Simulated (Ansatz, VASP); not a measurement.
One calculation of Mg, two programs

```
CELL_PARAMETERS angstrom
4.16503 0.00000 0.00000
-2.08252 3.60702 0.00000
0.00000 0.00000 6.29015
ATOMIC_POSITIONS crystal
Mg 0.00000 0.00000 0.00000
Mg 0.00000 0.00000 0.50000
Mg 0.33333 0.66667 0.25000
Mg 0.66667 0.33333 0.75000
```

Change from the starting cell: volume scaled by 0.84, PAW files.

Alike in both runs: task single point; functional PBE; k mesh 8 × 8 × 5; occupations fermi-dirac, width 0.05 eV; no spin polarisation.

```csv
,VASP,Ansatz
version,VASP 6.6.1,Ansatz 0.2.0
potentials or method,"VASP PAW PBE potentials, release 64 (Mg)","PAW with Ansatz's default frozen-core files, scalar-relativistic"
plane-wave cutoff (eV),520,420
valence electrons in the cell,8,40
```

```csv
,VASP,Ansatz,Ansatz less VASP
pressure (GPa),5.0,5.1,+0.05
```

VASP's potentials hold 8 valence electrons a cell and Ansatz's 40, so a difference there can come from the potentials and not from the codes.
